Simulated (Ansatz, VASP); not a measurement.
Ag: VASP beside Ansatz

The input INCAR:

```
PREC = Accurate ; ENCUT = 520
EDIFF = 1E-7 ; ISMEAR = -1
SIGMA = 0.03 ; LREAL = False
LASPH = True ; NELM = 60
ALGO = Normal ; ISIF = 2
LWAVE = False ; LCHARG = True
GGA = PS ; LELF = True
LVHAR = True ; NBANDS = 12
```

KPOINTS

```
Automatic mesh
0
Gamma
  15 15 15
```

Contents of POSCAR:

```
Ag
1.0
    0.0000000000      2.0431000000      2.0839620000
    2.0431000000      0.0000000000      2.0839620000
    2.0431000000      2.0431000000      0.0000000000
Ag
1
Direct
    0.0000000000      0.0000000000      0.0000000000
```

Input for Ansatz:

```yaml
crystal:
  lattice:
    - [0.0, 2.0431, 2.083962]
    - [2.0431, 0.0, 2.083962]
    - [2.0431, 2.0431, 0.0]
  atoms:
    - { symbol: Ag, position: [0.0, 0.0, 0.0] }
kpoints:
  mp_grid: { grid: [15, 15, 15] }
  band_path:
    path:
      - [0.0, 0.0, 0.0]
      - [0.0, 0.5, 0.5]
      - [0.25, 0.75, 0.5]
      - [0.0, 0.5, 0.0]
      - [0.0, 0.0, 0.0]
      - [0.5, 0.5, 0.0]
      - [0.3701460977, 0.6298539023, 0.0]
      - [-0.3701460977, 0.3701460977, 0.0]
      - [0.0, 0.0, 0.0]
    npoints: 5
scf:
  occupations: { method: fermi_dirac, width: 0.03 }
hamiltonian:
  xc: pbesol
  pseudopotentials: { kind: all_electron, lapw: { basis_error: 0.0005 } }
output:
  forces: true
  stress: true
  eigenvalues: true
```

Change from the starting cell: zz strain of +2 %.

Alike in both runs: task single point; functional PBEsol; k mesh 15 × 15 × 15; occupations fermi-dirac, width 0.03 eV; no spin polarisation.

```csv
,VASP,Ansatz
version,VASP 6.6.1,Ansatz 0.2.0
potentials or method,"VASP PAW PBE potentials, release 64 (Ag), cutoff 520 eV","all-electron LAPW, scalar-relativistic"
```

```csv
,VASP,Ansatz,Ansatz less VASP
pressure (GPa),-4.8,-4.7,+0.14
"traceless stress, the component that is largest in VASP (GPa)",-0.08,-0.11,-0.027
```

VASP's potentials were made for PBE, not for PBEsol. Ansatz ran all-electron here, and VASP with PAW potentials.
